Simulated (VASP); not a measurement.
# MnO (P6_3mc) in VASP: single point with PBEsol+U

Aim: the single point of MnO with PBEsol+U.

All numbers are computed with VASP 6.6.1; they aren't measurements. Logs are shortened: lines on timing, memory, paths and dates and some standing lists are left out, and cuts for length are marked.

## (1) The cell of the first run

It takes space group P6_3mc (No. 186, hexagonal). The conventional cell has a = 3.372 Å, b = 3.372 Å, c = 5.386 Å, α = 90.00°, β = 90.00°, γ = 120.00°. Mn (site symmetry 3m) has 4 O at 1.96 to 2.08 Å within 2.6 Å. O (site symmetry 3m) has 4 Mn at 1.96 to 2.08 Å within 2.6 Å.

## (2) Single point, PBEsol+U, collinear spin, antiferromagnetic start

INCAR

```
SYSTEM = MnO
PREC = Accurate ; ENCUT = 520
EDIFF = 1E-6 ; ISMEAR = -1
SIGMA = 0.15 ; LREAL = .FALSE.
LASPH = .TRUE. ; NELM = 150
ALGO = Normal ; ISIF = 2
LWAVE = .FALSE. ; LCHARG = .TRUE.
ISPIN = 2 ; MAGMOM = 4 -4 0 0
LORBIT = 11 ; LMAXMIX = 4
LDAU = .TRUE. ; LDAUTYPE = 1
LDAUL = 2 -1 ; LDAUU = 6.9 0
LDAUJ = 0.9 0 ; LDAUPRINT = 1
GGA = PS ; LELF = .TRUE.
LVHAR = .TRUE. ; NBANDS = 31
```

KPOINTS

```
regular mesh
0
G
  9 9 5
  0 0 0
```

POSCAR

```
MnO
1.0
    3.3717000000      0.0000000000      0.0000000000
   -1.6858500000      2.9199780000      0.0000000000
    0.0000000000      0.0000000000      5.3855000000
Mn O
2 2
Direct
    0.3333333333      0.6666666667      0.0109600000
    0.6666666667      0.3333333333      0.5109600000
    0.3333333333      0.6666666667      0.3754700000
    0.6666666667      0.3333333333      0.8754700000
```

Potentials or basis: VASP PAW PBE potentials, release 64 (Mn_pv, O).

Command:

```
$ cat potpaw_PBE.64/Mn_pv/POTCAR potpaw_PBE.64/O/POTCAR > POTCAR
$ mpirun -np 1 vasp_std > vasp.out
```

OUTCAR:

```text
SYSTEM = MnO
   PREC = Accurate
   ENCUT = 520
   EDIFF = 1E-6
   ISMEAR = -1
   LREAL = .FALSE.
   LASPH = .TRUE.
   NELM = 150
   ISIF = 2
   ISPIN = 2
   LORBIT = 11
   GGA = PS

 ion  position               nearest neighbor table
   1  0.333  0.667  0.011-   3 1.96   4 2.08   4 2.08   4 2.08
   2  0.667  0.333  0.511-   4 1.96   3 2.08   3 2.08   3 2.08
   3  0.333  0.667  0.375-   1 1.96   2 2.08   2 2.08   2 2.08
   4  0.667  0.333  0.875-   2 1.96   1 2.08   1 2.08   1 2.08

  LATTYP: Found a hexagonal cell.
 ALAT       =     3.3717000000
 C/A-ratio  =     1.5972654744

  Lattice vectors:

 A1 = (   3.3717000000,   0.0000000000,   0.0000000000)
 A2 = (  -1.6858500000,   2.9199780000,   0.0000000000)
 A3 = (   0.0000000000,   0.0000000000,   5.3855000000)

Analysis of symmetry for initial positions (statically):
=====================================================================
 Subroutine PRICEL returns:
 Original cell was already a primitive cell.

 Routine SETGRP: Setting up the symmetry group for a
 hexagonal supercell.

 Subroutine GETGRP returns: Found 12 space group operations
 (whereof  6 operations were pure point group operations)
 out of a pool of 24 trial point group operations.

The static configuration has the point symmetry C_3v.
 The point group associated with its full space group is C_6v.

Analysis of symmetry for dynamics (positions and initial velocities):
=====================================================================
 Subroutine PRICEL returns:
 Original cell was already a primitive cell.

 Routine SETGRP: Setting up the symmetry group for a
 hexagonal supercell.

 Subroutine GETGRP returns: Found 12 space group operations
 (whereof  6 operations were pure point group operations)
 out of a pool of 24 trial point group operations.

The dynamic configuration has the point symmetry C_3v.
 The point group associated with its full space group is C_6v.

Analysis of structural, dynamic, and magnetic symmetry:
=====================================================================
 Subroutine PRICEL returns:
 Original cell was already a primitive cell.

 Routine SETGRP: Setting up the symmetry group for a
 hexagonal supercell.

 Subroutine GETGRP returns: Found 12 space group operations
 (whereof  6 operations were pure point group operations)
 out of a pool of 24 trial point group operations.

The overall configuration has the point symmetry C_3v.
 The point group associated with its full space group is C_6v.

 Subroutine INISYM returns: Found 12 space group operations
 (whereof  6 operations are pure point group operations),
 and found     1 'primitive' translations

----------------------------------------------------------------------------------------

                                     Primitive cell

  volume of cell :      53.0218

  direct lattice vectors                    reciprocal lattice vectors
     3.371700000  0.000000000  0.000000000     0.296586292  0.171234167  0.000000000
    -1.685850000  2.919978000  0.000000000     0.000000000  0.342468334  0.000000000
[... 148 lines left out ...]
  0.0000  0.0369  0.0000 -0.0000  0.0158
  0.0000  0.0000  0.0723 -0.0000  0.0000
  0.0158 -0.0000 -0.0000  0.0369 -0.0000
 -0.0000  0.0158  0.0000 -0.0000  0.0406

 occupancies and eigenvectors

  o =  0.0228  v =  0.0000  0.0000  0.0000  0.0000  0.0000  0.6646 -0.0000 -0.0000 -0.7472  0.0000      0.0000  0.0000  0.0000  0.0000  0.0000  0.0000  0.0000  0.0000  0.0000  0.0000
  o =  0.0228  v =  0.0000  0.0000  0.0000  0.0000  0.0000  0.0000  0.7472  0.0000 -0.0000 -0.6646      0.0000  0.0000  0.0000  0.0000  0.0000  0.0000  0.0000  0.0000  0.0000  0.0000
  o =  0.0546  v =  0.0000  0.0000  0.0000  0.0000  0.0000  0.7472  0.0000 -0.0000  0.6646  0.0000      0.0000  0.0000  0.0000  0.0000  0.0000  0.0000  0.0000  0.0000  0.0000  0.0000
  o =  0.0546  v =  0.0000  0.0000  0.0000  0.0000  0.0000 -0.0000  0.6646 -0.0000 -0.0000  0.7472      0.0000  0.0000  0.0000  0.0000  0.0000  0.0000  0.0000  0.0000  0.0000  0.0000
  o =  0.0723  v =  0.0000  0.0000  0.0000  0.0000  0.0000  0.0000  0.0000  1.0000  0.0000  0.0000      0.0000  0.0000  0.0000  0.0000  0.0000  0.0000  0.0000  0.0000  0.0000  0.0000
  o =  0.9485  v =  0.6739 -0.0000 -0.0000 -0.7388  0.0000  0.0000  0.0000  0.0000  0.0000  0.0000      0.0000  0.0000  0.0000  0.0000  0.0000  0.0000  0.0000  0.0000  0.0000  0.0000
  o =  0.9485  v =  0.0000  0.7388  0.0000 -0.0000 -0.6739  0.0000  0.0000  0.0000  0.0000  0.0000      0.0000  0.0000  0.0000  0.0000  0.0000  0.0000  0.0000  0.0000  0.0000  0.0000
  o =  0.9514  v = -0.0000  0.0000 -1.0000  0.0000 -0.0000  0.0000  0.0000  0.0000  0.0000  0.0000      0.0000  0.0000  0.0000  0.0000  0.0000  0.0000  0.0000  0.0000  0.0000  0.0000
  o =  0.9571  v = -0.7388 -0.0000 -0.0000 -0.6739 -0.0000  0.0000  0.0000  0.0000  0.0000  0.0000      0.0000  0.0000  0.0000  0.0000  0.0000  0.0000  0.0000  0.0000  0.0000  0.0000
  o =  0.9571  v = -0.0000  0.6739  0.0000 -0.0000  0.7388  0.0000  0.0000  0.0000  0.0000  0.0000      0.0000  0.0000  0.0000  0.0000  0.0000  0.0000  0.0000  0.0000  0.0000  0.0000

atom =   2  type =  1  l = 2

 onsite density matrix

spin component  1

  0.0406  0.0000 -0.0000 -0.0158 -0.0000
  0.0000  0.0369 -0.0000 -0.0000 -0.0158
 -0.0000 -0.0000  0.0723  0.0000  0.0000
 -0.0158 -0.0000  0.0000  0.0369 -0.0000
 -0.0000 -0.0158  0.0000 -0.0000  0.0406

spin component  2

  0.9532 -0.0000  0.0000 -0.0043  0.0000
 -0.0000  0.9524 -0.0000 -0.0000 -0.0043
  0.0000 -0.0000  0.9514  0.0000  0.0000
 -0.0043 -0.0000  0.0000  0.9524  0.0000
  0.0000 -0.0043  0.0000  0.0000  0.9532

 occupancies and eigenvectors

  o =  0.0228  v =  0.6646  0.0000 -0.0000  0.7472  0.0000  0.0000  0.0000  0.0000  0.0000  0.0000      0.0000  0.0000  0.0000  0.0000  0.0000  0.0000  0.0000  0.0000  0.0000  0.0000
  o =  0.0228  v = -0.0000  0.7472 -0.0000 -0.0000  0.6646  0.0000  0.0000  0.0000  0.0000  0.0000      0.0000  0.0000  0.0000  0.0000  0.0000  0.0000  0.0000  0.0000  0.0000  0.0000
  o =  0.0546  v =  0.7472 -0.0000 -0.0000 -0.6646  0.0000  0.0000  0.0000  0.0000  0.0000  0.0000      0.0000  0.0000  0.0000  0.0000  0.0000  0.0000  0.0000  0.0000  0.0000  0.0000
  o =  0.0546  v =  0.0000  0.6646  0.0000 -0.0000 -0.7472  0.0000  0.0000  0.0000  0.0000  0.0000      0.0000  0.0000  0.0000  0.0000  0.0000  0.0000  0.0000  0.0000  0.0000  0.0000
  o =  0.0723  v =  0.0000  0.0000 -1.0000 -0.0000 -0.0000  0.0000  0.0000  0.0000  0.0000  0.0000      0.0000  0.0000  0.0000  0.0000  0.0000  0.0000  0.0000  0.0000  0.0000  0.0000
  o =  0.9485  v =  0.0000  0.0000  0.0000  0.0000  0.0000  0.6739  0.0000 -0.0000  0.7388 -0.0000      0.0000  0.0000  0.0000  0.0000  0.0000  0.0000  0.0000  0.0000  0.0000  0.0000
  o =  0.9485  v =  0.0000  0.0000  0.0000  0.0000  0.0000  0.0000 -0.7388  0.0000 -0.0000 -0.6739      0.0000  0.0000  0.0000  0.0000  0.0000  0.0000  0.0000  0.0000  0.0000  0.0000
  o =  0.9514  v =  0.0000  0.0000  0.0000  0.0000  0.0000  0.0000  0.0000  1.0000  0.0000  0.0000      0.0000  0.0000  0.0000  0.0000  0.0000  0.0000  0.0000  0.0000  0.0000  0.0000
  o =  0.9571  v =  0.0000  0.0000  0.0000  0.0000  0.0000 -0.7388  0.0000 -0.0000  0.6739 -0.0000      0.0000  0.0000  0.0000  0.0000  0.0000  0.0000  0.0000  0.0000  0.0000  0.0000
  o =  0.9571  v =  0.0000  0.0000  0.0000  0.0000  0.0000  0.0000 -0.6739  0.0000  0.0000  0.7388      0.0000  0.0000  0.0000  0.0000  0.0000  0.0000  0.0000  0.0000  0.0000  0.0000

 number of electron      38.0000000 magnetization      -0.0000000

 Free energy of the ion-electron system (eV)
  ---------------------------------------------------
  ext. energy  EPLUGINS =         0.00000000
  ---------------------------------------------------
  free energy    TOTEN  =       -31.32210288 eV

  energy without entropy =      -31.31963500  energy(sigma->0) =      -31.32086894

 E-fermi :   4.7501     XC(G=0): -10.7701

 val. band max:        4.0368573140   @ k =   0.0000   0.0000   0.4000
 cond. band min:       4.8916894414   @ k =   0.0000   0.0000   0.0000
 fundamental gap:      0.8548321274
 Fermi energy:         4.7501244472

 spin component 1

 k-point     1 :       0.0000    0.0000    0.0000
  band No.  band energies     occupation
      1     -44.5250      1.00000
      2     -44.5250      1.00000
      3     -44.5063      1.00000
      4     -39.6665      1.00000
      5     -39.6621      1.00000
      6     -39.6621      1.00000
[... 1625 lines left out ...]
     30      15.9378      0.00000
     31      16.8060      0.00000

 [... further k-points ...]

------------------------ aborting loop because EDIFF is reached ----------------------------------------

  FORCE on cell =-STRESS in cart. coord.  units (eV):
  Direction    XX          YY          ZZ          XY          YZ          ZX
  --------------------------------------------------------------------------------------
  -------------------------------------------------------------------------------------
  Total        0.9397089      0.9397090      3.3689168     -0.0000000      0.0000000      0.0000000
  in kB       28.3954921     28.3954950    101.7996599     -0.0000000      0.0000000      0.0000000
  external PRESSURE =      52.8635490 kB  Pullay stress =       0.0000000 kB

 VOLUME and BASIS-vectors are now :
 -----------------------------------------------------------------------------
  energy-cutoff  :      520.00
  volume of cell :       53.02
      direct lattice vectors                 reciprocal lattice vectors
     3.371700000  0.000000000  0.000000000     0.296586292  0.171234167  0.000000000
    -1.685850000  2.919978000  0.000000000     0.000000000  0.342468334  0.000000000
     0.000000000  0.000000000  5.385500000     0.000000000  0.000000000  0.185683781

 POSITION                                       TOTAL-FORCE (eV/Angst)
 -----------------------------------------------------------------------------------
     -0.00000      1.94665      0.05903        -0.000000      0.000000     -0.778468
      1.68585      0.97333      2.75178         0.000000      0.000000     -0.778468
     -0.00000      1.94665      2.02209        -0.000000      0.000000      0.778468
      1.68585      0.97333      4.71484        -0.000000     -0.000000      0.778468
 -----------------------------------------------------------------------------------
    total drift:                               -0.000000     -0.000000      0.001425

  FREE ENERGIE OF THE ION-ELECTRON SYSTEM (eV)
  ---------------------------------------------------
  free  energy   TOTEN  =       -31.3221028812 eV

  energy  without entropy=      -31.3196349969  energy(sigma->0) =      -31.32086894

 total charge

# of ion       s       p       d       tot
------------------------------------------
    1        0.246   6.238   4.968  11.452
    2        0.246   6.238   4.968  11.452
    3        1.545   3.474   0.000   5.019
    4        1.545   3.474   0.000   5.019
--------------------------------------------------
tot          3.582  19.424   9.935  32.942

 magnetization (x)

# of ion       s       p       d       tot
------------------------------------------
    1        0.028   0.048   4.525   4.601
    2       -0.028  -0.048  -4.525  -4.601
    3       -0.005  -0.028   0.000  -0.033
    4        0.005   0.028   0.000   0.033
--------------------------------------------------
tot          0.000   0.000   0.000   0.000
```

Run time: 3.5 min. Hardware: 1 thread of Intel Xeon Platinum 8259CL at 2.50GHz (Skylake/Cascade Lake), shared host; peak memory 0.24 GiB.

Results:

| Quantity | Value |
| --- | --- |
| Free energy | -31.3221 eV |
| Pressure | 5.3 GPa |
| Largest force | 0.778 eV/Å |
| Band gap on the k mesh | 0.85 eV (least direct gap 0.88 eV) |
| Net moment | 0.00 μB per cell |
| Site moments | Mn +4.60, -4.60; O -0.03, +0.03 μB |
| Valence electrons inside the program's atomic spheres | Mn 11.45; O 5.02 |

Forces in eV/Å, atoms in the order of the input:
```
Mn   0.000  0.000 -0.778
Mn   0.000  0.000 -0.778
O    0.000  0.000  0.778
O    0.000  0.000  0.778
```

Stress tensor (GPa, compression positive):
```
 2.84  0.00  0.00
 0.00  2.84  0.00
 0.00  0.00 10.18
```

Eigenvalues of the final occupation matrices:
```tsv
site	spin	trace	eigenvalues
site 1 d	1	4.76	0.95 0.95 0.95 0.96 0.96
site 1 d	2	0.23	0.02 0.02 0.05 0.05 0.07
site 2 d	1	0.23	0.02 0.02 0.05 0.05 0.07
site 2 d	2	4.76	0.95 0.95 0.95 0.96 0.96
```

Caveat: the stress differs along the axes, from 3 to 10 GPa; the PAW data sets were made with another functional, which shifts forces and pressure a little. The state reached can hang on the start; a lower one may exist.
